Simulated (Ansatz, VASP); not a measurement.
# One calculation of Ge, two programs

File INCAR:

```
  PREC = Accurate
  ENCUT = 520
  EDIFF = 1E-6
  ISMEAR = 0
  SIGMA = 0.1
  LREAL = F
  LASPH = T
  NELM = 100
  ALGO = Normal
  ISIF = 2
  LWAVE = F
  LCHARG = F
  GGA = CA
  NBANDS = 66
```

KPOINTS

```
regular mesh
0
Gamma
  6 6 2
```

POSCAR

```
Ge
1.0
    4.0031158800      0.0000000000      0.0000000000
   -2.0015579400      3.4668000500      0.0000000000
    0.0000000000      0.0000000000     13.1567068600
Ge
8
Direct
    0.0000000000      0.0000000000      0.4068511600
    0.0000000000      0.0000000000      0.5931488400
    0.0000000000      0.0000000000      0.9068511600
    0.0000000000      0.0000000000      0.0931488400
    0.3333333300      0.6666666700      0.3440584300
    0.6666666700      0.3333333300      0.6559415700
    0.6666666700      0.3333333300      0.8440584300
    0.3333333300      0.6666666700      0.1559415700
```

Input for Ansatz:

```yaml
crystal:
  lattice:
    - [4.00311588, 0.0, 0.0]
    - [-2.00155794, 3.46680005, 0.0]
    - [0.0, 0.0, 13.15670686]
  atoms:
    - { symbol: Ge, position: [0.0, 0.0, 0.40685116] }
    - { symbol: Ge, position: [0.0, 0.0, 0.59314884] }
    - { symbol: Ge, position: [0.0, 0.0, 0.90685116] }
    - { symbol: Ge, position: [0.0, 0.0, 0.09314884] }
    - { symbol: Ge, position: [0.33333333, 0.66666667, 0.34405843] }
    - { symbol: Ge, position: [0.66666667, 0.33333333, 0.65594157] }
    - { symbol: Ge, position: [0.66666667, 0.33333333, 0.84405843] }
    - { symbol: Ge, position: [0.33333333, 0.66666667, 0.15594157] }
basis:
  ecutwfc: 420
kpoints:
  mp_grid: { grid: [6, 6, 2] }
hamiltonian:
  xc: lda
  pseudopotentials: { kind: paw, azcp: { folder: soft_1 } }
scf:
  occupations: { method: gaussian, width: 0.1 }
output:
  forces: true
  stress: true
  eigenvalues: true
```

Alike in both runs: task single point; functional LDA; k mesh 6 × 6 × 2; occupations gaussian, width 0.1 eV; no spin polarisation.

|  | VASP | Ansatz |
| --- | --- | --- |
| version | VASP 6.6.1 | Ansatz 0.2.0 |
| potentials or method | VASP PAW LDA potentials, release 64 (Ge_d), cutoff 520 eV | scalar-relativistic, plane waves, PAW |
| valence electrons in the cell | 112 | 112 |

```csv
,VASP,Ansatz,Ansatz less VASP
gap on the k mesh at the Fermi level (eV),0.08,0.09,+0.009
least direct gap on the mesh (eV),0.08,0.09,+0.009
pressure (GPa),-1.7,-1.8,-0.12
"traceless stress, the component that is largest in VASP (GPa)",-0.38,-0.40,-0.017
rms of the force components (eV/Å),0.009,0.009,+0.0004
```

Ansatz warns that its potentials were made for another functional, while VASP's fit it. LDA's correlation is that of Perdew and Zunger in VASP and of Perdew and Wang (1992) in Ansatz. Atom by atom the forces differ by 0.001 eV/Å (rms over components).
